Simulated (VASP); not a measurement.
Fe: single point with PBE

The system is Fe.

```xyz
1
Lattice="-1.4430 1.4430 1.4430 1.4430 -1.4430 1.4430 1.4430 1.4430 -1.4430" Properties=species:S:1:pos:R:3 pbc="T T T"
Fe    0.0000    0.0000    0.0000
```

* Program: VASP 6.6.1
* Task: single point
* Functional: PBE
* Potentials or basis: VASP PAW PBE potentials, release 64 (Fe)
* Cutoff: 520 eV
* k mesh: 13 × 13 × 13
* Occupations: gaussian, width 0.02 eV
* Spin: collinear spin, ferromagnetic start
* Starting moments: [3.0] μB

```
Pressure                                              : -9.5 GPa
Net moment                                            : 2.28 μB per cell
Site moments                                          : Fe +2.29 μB
Valence electrons inside the program's atomic spheres : Fe 7.16
```

Levels at points of the mesh, in eV from the Fermi level:
Spin up:
| k point | band 2 | band 3 | band 4 | band 5 | band 6 | band 7 | band 8 | band 9 |
| --- | --- | --- | --- | --- | --- | --- | --- | --- |
| (0.00, 0.00, 0.00) | -2.18 | -2.18 | -2.18 | -1.07 | -1.07 | 24.53 | 24.53 | 24.53 |
Spin down:
```
           k point  band 1  band 2  band 3  band 4  band 5  band 6
(0.00, 0.00, 0.00)   -7.91   -0.16   -0.16   -0.16    1.76    1.76
```

It took 16 s on 1 thread of Intel(R) Xeon(R) 6975P-C (Granite Rapids), on a shared host, peak memory 0.15 GiB.
